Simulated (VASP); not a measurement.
# H7ClO3 (Cc) in VASP: electric field gradients with r2SCAN

Aim: the electric field gradients of H7ClO3 with r2SCAN.

All numbers are computed with VASP 6.6.1; they aren't measurements. Logs are shortened: lines on timing, memory, paths and dates and some standing lists are left out, and cuts for length are marked.

## Step 1: The cell of the first run

The structure is monoclinic, space group Cc (No. 9). The conventional cell has a = 7.472 Å, b = 10.036 Å, c = 6.675 Å, α = 90.00°, β = 123.24°, γ = 90.00°. H (site symmetry 1) has 1 O at 0.99 Å within 1.3 Å. H (site symmetry 1) has 1 O at 0.99 Å within 1.3 Å. H (site symmetry 1) has 1 O at 1.00 Å within 1.3 Å. Within 1.4 Å of H (site symmetry 1) lie 1 O at 1.01 Å. Within 1.3 Å of H (site symmetry 1) lie 1 O at 0.99 Å. H (site symmetry 1) has 2 O at 1.13 to 1.30 Å within 1.5 Å. Within 1.3 Å of H (site symmetry 1) lie 1 O at 0.99 Å. Cl (site symmetry 1) has 4 H at 2.02 to 2.12 Å within 2.7 Å.

## Step 2: Electric field gradients, r2SCAN

File POSCAR:

```
H7ClO3
1.0
    3.7361195099     -5.0178371500      0.0000000000
    3.7361195099      5.0178371500      0.0000000000
   -3.6585804227      0.0000000000      5.5829077375
H Cl O
14 2 6
Direct
    0.1954194600      0.1795307400      0.5540582800
    0.3175565600      0.0769293000      0.3977762200
    0.1795307400      0.1954194600      0.0540582800
    0.0769293000      0.3175565600      0.8977762200
    0.8216019100      0.6896392800      0.7607533800
    0.5349842100      0.4656805200      0.6201953000
    0.4656805200      0.5349842100      0.1201953000
    0.6896392800      0.8216019100      0.2607533800
    0.4839083300      0.0509807500      0.7238724100
    0.5907815600      0.7892090100      0.7242719900
    0.4323963900      0.9333244300      0.8910193700
    0.0509807500      0.4839083300      0.2238724100
    0.7892090100      0.5907815600      0.2242719900
    0.9333244300      0.4323963900      0.3910193700
    0.8572990400      0.1789896000      0.5252312300
    0.1789896000      0.8572990400      0.0252312300
    0.3591176100      0.1903268200      0.5619995800
    0.1903268200      0.3591176100      0.0619995800
    0.6445645900      0.6366855500      0.6458723900
    0.6366855500      0.6445645900      0.1458723900
    0.5503601700      0.9780181500      0.8268518400
    0.9780181500      0.5503601700      0.3268518400
```

File INCAR.step1:

```
ALGO = Normal
EDIFF = 1E-4
ENCUT = 520
GGA = PE
ISMEAR = -1
LASPH = T
LCHARG = F
LREAL = Auto
LWAVE = T
NBANDS = 49
NELM = 100
PREC = Accurate
SIGMA = 0.02
```

File INCAR.step2:

```
ALGO = Normal
EDIFF = 1E-8
ENCUT = 520
ISIF = 2
ISMEAR = -1
ISTART = 1
LASPH = T
LCHARG = F
LEFG = T
LMIXTAU = T
LREAL = Auto
LWAVE = F
METAGGA = R2SCAN
NBANDS = 49
NELM = 100
PREC = Accurate
SIGMA = 0.02
```

File KPOINTS:

```
k-points
0
Gamma
  4 4 4
```

Potentials or basis: VASP PAW PBE potentials, release 64 (H, Cl, O).

The run is started by

```console
> cat potpaw_PBE.64/H/POTCAR potpaw_PBE.64/Cl/POTCAR potpaw_PBE.64/O/POTCAR > POTCAR
> cp INCAR.step1 INCAR
> mpirun -np 1 vasp_std > vasp.out
> cp INCAR.step2 INCAR
> mpirun -np 1 vasp_std > vasp.out
```

OUTCAR:

```text
EDIFF = 1E-8
   ENCUT = 520
   ISIF = 2
   ISMEAR = -1
   ISTART = 1
   LASPH = T
   LREAL = Auto
   METAGGA = R2SCAN
   NELM = 100
   PREC = Accurate

 ion  position               nearest neighbor table
   1  0.195  0.180  0.554-  17 0.99
   2  0.318  0.077  0.398-  17 0.99
   3  0.180  0.195  0.054-  18 0.99
   4  0.077  0.318  0.898-  18 0.99
   5  0.822  0.690  0.761-  19 1.00
   6  0.535  0.466  0.620-  19 1.01
   7  0.466  0.535  0.120-  20 1.01
   8  0.690  0.822  0.261-  20 1.00
   9  0.484  0.051  0.724-  21 0.99
  10  0.591  0.789  0.724-  19 1.13  21 1.30
  11  0.432  0.933  0.891-  21 0.99
  12  0.051  0.484  0.224-  22 0.99
  13  0.789  0.591  0.224-  20 1.13  22 1.30
  14  0.933  0.432  0.391-  22 0.99
  15  0.857  0.179  0.525-
  16  0.179  0.857  0.025-
  17  0.359  0.190  0.562-   2 0.99   1 0.99
  18  0.190  0.359  0.062-   4 0.99   3 0.99
  19  0.645  0.637  0.646-   5 1.00   6 1.01  10 1.13
  20  0.637  0.645  0.146-   8 1.00   7 1.01  13 1.13
  21  0.550  0.978  0.827-  11 0.99   9 0.99  10 1.30
  22  0.978  0.550  0.327-  14 0.99  12 0.99  13 1.30

  LATTYP: Found a base centered monoclinic cell.
 ALAT       =     7.4722390198
 B/A-ratio  =     1.3430611994
 C/A-ratio  =     0.8932909487
 COS(beta)  =    -0.5481115037

  Lattice vectors:

 A1 = (   3.7361195099,  -5.0178371500,   0.0000000000)
 A2 = (   3.7361195099,   5.0178371500,   0.0000000000)
 A3 = (  -3.6585804227,   0.0000000000,   5.5829077375)

Analysis of symmetry for initial positions (statically):
=====================================================================
 Subroutine PRICEL returns:
 Original cell was already a primitive cell.

 Routine SETGRP: Setting up the symmetry group for a
 base centered monoclinic supercell.

 Subroutine GETGRP returns: Found  2 space group operations
 (whereof  1 operations were pure point group operations)
 out of a pool of  4 trial point group operations.

The static configuration has the point symmetry C_1 .
 The point group associated with its full space group is C_1h.

Analysis of symmetry for dynamics (positions and initial velocities):
=====================================================================
 Subroutine PRICEL returns:
 Original cell was already a primitive cell.

 Routine SETGRP: Setting up the symmetry group for a
 base centered monoclinic supercell.

 Subroutine GETGRP returns: Found  2 space group operations
 (whereof  1 operations were pure point group operations)
 out of a pool of  4 trial point group operations.

The dynamic configuration has the point symmetry C_1 .
 The point group associated with its full space group is C_1h.

 Subroutine INISYM returns: Found  2 space group operations
 (whereof  1 operations are pure point group operations),
 and found     1 'primitive' translations

----------------------------------------------------------------------------------------

                                     Primitive cell

  volume of cell :     209.3282

  direct lattice vectors                    reciprocal lattice vectors
     3.736119510 -5.017837150  0.000000000     0.133828695 -0.099644525  0.087700365
     3.736119510  5.017837150  0.000000000     0.133828695  0.099644525  0.087700365
    -3.658580423  0.000000000  5.582907738     0.000000000  0.000000000  0.179118131

  length of vectors
     6.255979432  6.255979432  6.674883483     0.188495372  0.188495372  0.179118131

  position of ions in fractional coordinates (direct lattice)
     0.195419460  0.179530740  0.554058280
     0.317556560  0.076929300  0.397776220
     0.179530740  0.195419460  0.054058280
     0.076929300  0.317556560  0.897776220
     0.821601910  0.689639280  0.760753380
     0.534984210  0.465680520  0.620195300
[... 14 lines left out ...]
     0.550360170  0.978018150  0.826851840
     0.978018150  0.550360170  0.326851840

  ion indices of the primitive-cell ions
   primitive index   ion index
                 1           1
                 2           2
                 3           3
                 4           4
                 5           5
[... 71 lines left out ...]
   number of dos      NEDOS =    301   number of ions     NIONS =     22
   total plane-waves  NPLWV = 115200
   dimension x,y,z NGX =    48 NGY =   48 NGZ =   50
   dimension x,y,z NGXF=    96 NGYF=   96 NGZF=  100
   ions per type =              14   2   6
   NGX,Y,Z   is equivalent  to a cutoff of  12.76, 12.76, 12.45 a.u.
   NGXF,Y,Z  is equivalent  to a cutoff of  25.51, 25.51, 24.91 a.u.
 SYSTEM =  unknown system
   PREC   = accura    normal or accurate (medium, high low for compatibility)
   ISTART =      1    job   : 0-new  1-cont  2-samecut
   ICHARG =      0    charge: 1-file 2-atom 10-const
   ISPIN  =      1    spin polarized calculation?
   LNONCOLLINEAR =      F non collinear calculations
   LSORBIT =      F    spin-orbit coupling
   LASPH  =      T    aspherical Exc in radial PAW
   ENCUT  =  520.0 eV  38.22 Ry    6.18 a.u.  11.63 11.63 12.41*2*pi/ulx,y,z
   NELM   =    100;   NELMIN=  2; NELMDL=  0     # of ELM steps
   EDIFF  = 0.1E-07   stopping-criterion for ELM
   LREAL  =      T    real-space projection
   EDIFFG = 0.1E-06   stopping-criterion for IOM
   NSW    =      0    number of steps for IOM
   IBRION =     -1    ionic relax: 0-MD 1-quasi-New 2-CG
   NFREE  =      0    steps in history (QN), initial steepest desc. (CG)
   ISIF   =      2    stress and relaxation
   ISYM   =      2    0-nonsym 1-usesym 2-fastsym
   POTIM  = 0.5000    time-step for ionic-motion
   TEBEG  =    0.0;   TEEND  =   0.0 temperature during run
   PSTRESS=    0.0 pullay stress
   NELECT =      64.0000    total number of electrons
   NUPDOWN=      -1.0000    fix difference up-down
   EMIN   =  10.00;   EMAX   =-10.00  energy-range for DOS
   EFERMI =   0.00;   METHOD = LEGACY
   ISMEAR =    -1;   SIGMA  =   0.02  broadening in eV -4-tet -1-fermi 0-gaus
   EFERMI_NEDOS =   21; number of points for ismear=-14 and -15
   IALGO  =     38    algorithm
   IMIX   =      4    mixing-type and parameters
     AMIX     =   0.40;   BMIX     =  1.00
     AMIX_MAG =   1.60;   BMIX_MAG =  1.00
  volume/ion in A,a.u.               =       9.51        64.21
  Fermi-wavevector in a.u.,A,eV,Ry     =   1.102873  2.084128 16.549163  1.216329
  Thomas-Fermi vector in A             =   2.239323
   LORBIT       =      0    0 simple, 1 ext, 2 COOP (PROOUT), +10 PAW based schemes
   METAGGA = R2SCAN    functional components
   LHFCALC =     F    Hartree Fock is set to
   AEXX    =    0.0000 exact exchange contribution
   IVDW    =     0    specifies the selected vdW correction
   LEPSILON=     F    determine dielectric tensor
   LRPA    =     F    only Hartree local field effects (RPA)
 non-spin polarized calculation
  energy-cutoff  :      520.00
  volume of cell :      209.33
 maximum number of plane-waves:      5660
 NGX is ok and might be reduce to    48
   NGX = 23   NGY = 23   NGZ = 25

 number of electron      64.0000000 magnetization

 Free energy of the ion-electron system (eV)
  ---------------------------------------------------
  ext. energy  EPLUGINS =         0.00000000
  ---------------------------------------------------
  free energy    TOTEN  =      -118.36341430 eV

  energy without entropy =     -118.36341430  energy(sigma->0) =     -118.36341430

 E-fermi :  -1.9920     XC(G=0):  -8.2731

 val. band max:       -2.5410969199   @ k =   0.5000  -0.0000  -0.0000
 cond. band min:       3.3619825943   @ k =   0.0000   0.0000   0.0000
 fundamental gap:      5.9030795141
 Fermi energy:        -1.9920289995

 k-point     1 :       0.0000    0.0000    0.0000
  band No.  band energies     occupation
      1     -23.7625      2.00000
      2     -23.6351      2.00000
      3     -22.6523      2.00000
      4     -22.6013      2.00000
      5     -22.5111      2.00000
      6     -22.4988      2.00000
[... 1117 lines left out ...]
     43       9.3466      0.00000
     44       9.3466      0.00000
 [bands above 44 left out]

------------------------ aborting loop because EDIFF is reached ----------------------------------------

  FORCE on cell =-STRESS in cart. coord.  units (eV):
  Direction    XX          YY          ZZ          XY          YZ          ZX
  --------------------------------------------------------------------------------------
  -------------------------------------------------------------------------------------
  Total       -0.0442138     -0.0246790     -0.0292814      0.0000000      0.0000000     -0.0074948
  in kB       -0.3384082     -0.1888905     -0.2241171      0.0000000      0.0000000     -0.0573646
  external PRESSURE =      -0.2504719 kB  Pullay stress =       0.0000000 kB

 VOLUME and BASIS-vectors are now :
 -----------------------------------------------------------------------------
  energy-cutoff  :      520.00
  volume of cell :      209.33
      direct lattice vectors                 reciprocal lattice vectors
     3.736119510 -5.017837150  0.000000000     0.133828695 -0.099644525  0.087700365
     3.736119510  5.017837150  0.000000000     0.133828695  0.099644525  0.087700365
    -3.658580423  0.000000000  5.582907738     0.000000000  0.000000000  0.179118131

 POSITION                                       TOTAL-FORCE (eV/Angst)
 -----------------------------------------------------------------------------------
     -0.62621     -0.07973      3.09326        -0.009264      0.006819      0.005415
      0.01855     -1.20743      2.22075         0.011996     -0.002464     -0.022092
      1.20308      0.07973      0.30180        -0.009264     -0.006819      0.005415
     -1.81074      1.20743      5.01220         0.011996      0.002464     -0.022092
      2.86290     -0.66217      4.24722         0.002222      0.001956      0.010761
      1.46957     -0.34775      3.46249        -0.005002      0.002402      0.002493
[... 14 lines left out ...]
      2.68510      2.14592      4.61624         0.010868     -0.010089      0.002093
      4.51439     -2.14592      1.82478         0.010868      0.010089      0.002093
 -----------------------------------------------------------------------------------
    total drift:                                0.002760      0.000000      0.013075

  FREE ENERGIE OF THE ION-ELECTRON SYSTEM (eV)
  ---------------------------------------------------
  free  energy   TOTEN  =      -118.3634143037 eV

  energy  without entropy=     -118.3634143037  energy(sigma->0) =     -118.36341430

 Electric field gradients (V/A^2)
---------------------------------------------------------------------
 ion       V_xx      V_yy      V_zz      V_xy      V_xz      V_yz
---------------------------------------------------------------------
   1       2.194    12.473   -14.667   -24.541     1.225    -0.166
   2     -17.147    -9.299    26.446    -2.101    -1.143    18.045
   3       2.194    12.473   -14.667    24.541     1.225     0.166
   4     -17.147    -9.299    26.446     2.101    -1.143   -18.045
   5      -5.673     3.849     1.824   -11.654    13.804   -18.065
   6      19.284    -7.225   -12.059     9.158     5.454     0.743
[... 14 lines left out ...]
  21      25.851    22.093   -47.945     2.445  -106.965   -20.327
  22      25.851    22.093   -47.945    -2.445  -106.965    20.327
---------------------------------------------------------------------

 Electric field gradients after diagonalization (V/A^2)
 (convention: |V_zz| > |V_xx| > |V_yy|)
----------------------------------------------------------------------
 ion       V_xx      V_yy      V_zz     asymmetry (V_yy - V_xx)/ V_zz
----------------------------------------------------------------------
   1     -17.958   -14.466    32.424       0.108
   2     -18.530   -15.509    34.039       0.089
   3     -17.958   -14.466    32.424       0.108
   4     -18.530   -15.509    34.039       0.089
   5     -16.823   -13.166    29.990       0.122
   6     -13.165    -9.817    22.982       0.146
[... 14 lines left out ...]
  21     104.441    21.313  -125.754       0.661
  22     104.441    21.313  -125.754       0.661
----------------------------------------------------------------------

           NMR quadrupolar parameters

 Cq : quadrupolar parameter    Cq=e*Q*V_zz/h
 eta: asymmetry parameters     (V_yy - V_xx)/ V_zz
 Q  : nuclear electric quadrupole moment in mb (millibarn)
----------------------------------------------------------------------
 ion       Cq(MHz)       eta       Q (mb)
----------------------------------------------------------------------
   1       0.078       0.108       1.000
   2       0.082       0.089       1.000
   3       0.078       0.108       1.000
   4       0.082       0.089       1.000
   5       0.073       0.122       1.000
   6       0.056       0.146       1.000
[... 14 lines left out ...]
  21      -0.304       0.661       1.000
  22      -0.304       0.661       1.000
----------------------------------------------------------------------
```

Run time: 17 min. Hardware: 1 thread of Intel Xeon Platinum 8259CL at 2.50GHz (Skylake/Cascade Lake), shared host; peak memory 0.44 GiB.

Results:

```yaml
Free_energy: -118.3634 eV
Pressure: 0.0 GPa
Largest_force: 0.026 eV/Å
Band_gap_on_the_k_mesh: 5.90 eV, indirect (the least direct gap lies 3.4 meV higher)
```

Forces on the atoms (eV/Å):
```
H   -0.009  0.007  0.005
H    0.012 -0.002 -0.022
H   -0.009 -0.007  0.005
H    0.012  0.002 -0.022
H    0.002  0.002  0.011
H   -0.005  0.002  0.002
H   -0.005 -0.002  0.002
H    0.002 -0.002  0.011
H   -0.011  0.011  0.006
H   -0.003  0.012  0.004
H   -0.002  0.008 -0.005
H   -0.011 -0.011  0.006
H   -0.003 -0.012  0.004
H   -0.002 -0.008 -0.005
Cl  -0.004  0.007 -0.001
Cl  -0.004 -0.007 -0.001
O    0.015 -0.002  0.011
O    0.015  0.002  0.011
O   -0.006 -0.021 -0.014
O   -0.006  0.021 -0.014
O    0.011 -0.010  0.002
O    0.011  0.010  0.002
```

Levels at points of the mesh, in eV from the valence-band top:
```csv
k point,band 28,band 29,band 30,band 31,band 32,band 33,band 34,band 35,band 36,band 37
"(0.00, 0.00, 0.00)",-0.35,-0.32,-0.21,-0.02,0.00,5.90,9.17,9.50,9.85,9.86
"(0.50, 0.00, 0.00)",-0.52,-0.39,-0.29,-0.17,0.00,7.65,8.12,9.05,9.31,9.52
"(0.50, 0.50, 0.00)",-0.56,-0.42,-0.36,-0.27,-0.07,8.04,8.06,9.29,9.34,9.82
"(0.00, 0.00, 0.50)",-0.51,-0.30,-0.30,-0.01,-0.01,7.75,7.75,9.05,9.05,9.45
"(0.50, 0.00, 0.50)",-0.56,-0.43,-0.15,-0.12,-0.04,7.73,8.08,9.00,9.49,9.62
"(0.50, 0.50, 0.50)",-0.73,-0.39,-0.39,-0.16,-0.16,8.54,8.54,9.11,9.11,9.54
```

Electric field gradients, principal values (V/Å²):
| atom | least | middle | greatest (by size) |
| --- | --- | --- | --- |
| 1 H | -14.466 | -17.958 | 32.424 |
| 2 H | -15.509 | -18.530 | 34.039 |
| 3 H | -14.466 | -17.958 | 32.424 |
| 4 H | -15.509 | -18.530 | 34.039 |
| 5 H | -13.166 | -16.823 | 29.990 |
| 6 H | -9.817 | -13.165 | 22.982 |
| 7 H | -9.817 | -13.165 | 22.982 |
| 8 H | -13.166 | -16.823 | 29.990 |
| 9 H | -13.297 | -17.361 | 30.659 |
| 10 H | -1.969 | -3.598 | 5.566 |
| 11 H | -14.480 | -18.699 | 33.179 |
| 12 H | -13.297 | -17.361 | 30.659 |
| 13 H | -1.969 | -3.598 | 5.566 |
| 14 H | -14.480 | -18.699 | 33.179 |
| 15 Cl | -1.555 | -11.829 | 13.384 |
| 16 Cl | -1.555 | -11.829 | 13.384 |
| 17 O | 4.905 | 107.353 | -112.259 |
| 18 O | 4.905 | 107.353 | -112.259 |
| 19 O | 35.093 | 85.284 | -120.378 |
| 20 O | 35.093 | 85.284 | -120.378 |
| 21 O | 21.313 | 104.441 | -125.754 |
| 22 O | 21.313 | 104.441 | -125.754 |

Caveat: without QUAD_EFG the Cq values of the log hold for a quadrupole moment of 1 mb, not for the nuclei; the PAW data sets were made with another functional, which shifts forces and pressure a little.
